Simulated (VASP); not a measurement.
A run of VASP 6.6.1 is set up as follows.

INCAR

```
  ALGO = Normal
  EDIFF = 1E-6
  ENCUT = 500
  GGA = PE
  GGA_COMPAT = False
  ISIF = 2
  ISMEAR = 0
  LASPH = True
  LCHARG = True
  LELF = True
  LREAL = False
  LVHAR = True
  LWAVE = False
  NBANDS = 11
  NELM = 120
  PREC = Accurate
  SIGMA = 0.01
```

Contents of KPOINTS:

```
k-points
0
Gamma
  5 5 5
```

POSCAR

```
BAs
1.0
    3.3778490000      0.0000000000      0.0000000000
    1.6889245000      2.9253030441      0.0000000000
    1.6889245000      0.9751010147      2.7580021594
B As
1 1
Direct
    0.0000000000      0.0000000000      0.0000000000
    0.2500000000      0.2500000000      0.2500000000
```

Potentials or basis: VASP PAW PBE potentials, release 64 (B, As).

Command:

```sh
$ cat potpaw_PBE.64/B/POTCAR potpaw_PBE.64/As/POTCAR > POTCAR
$ mpirun -np 1 vasp_std > vasp.out
```

(1) What does it give for the pressure?

(2) Predict the band gap on the k mesh.

## Answers

(1) 3.6 GPa.

(2) 1.17 eV, indirect (least direct gap 3.27 eV).

Caveat: the k points lie up to 0.46 Å⁻¹ apart.
